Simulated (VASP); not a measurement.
Input of a VASP 6.6.1 run:

The input INCAR:

```
SYSTEM = Cu
PREC = Accurate ; ENCUT = 520
EDIFF = 1E-6 ; ISMEAR = -1
SIGMA = 0.05 ; LREAL = .FALSE.
LASPH = .TRUE. ; NELM = 80
ALGO = Normal ; ISIF = 2
LWAVE = .FALSE. ; LCHARG = .FALSE.
GGA = PS ; NBANDS = 12
```

File KPOINTS:

```
Automatic mesh
0
G
  14 14 14
  0 0 0
```

File POSCAR:

```
Cu
1.0
   -1.4427900000      1.4427900000      1.3760800000
    1.4427900000     -1.4427900000      1.3760800000
    1.4427900000      1.4427900000     -1.3760800000
Cu
1
Direct
    0.0000000000      0.0000000000      0.0000000000
```

Potentials or basis: VASP PAW PBE potentials, release 64 (Cu).

The run is started by

```console
$ cat potpaw_PBE.64/Cu/POTCAR > POTCAR
$ mpirun -np 1 vasp_std > vasp.out
```

Q: Predict the pressure.

A: -0.7 GPa.

Stress tensor (GPa, compression positive):
```
-0.51  0.00  0.00
 0.00 -0.51  0.00
 0.00  0.00 -1.07
```

Caveat: the PAW data sets were made with another functional, which shifts forces and pressure a little.
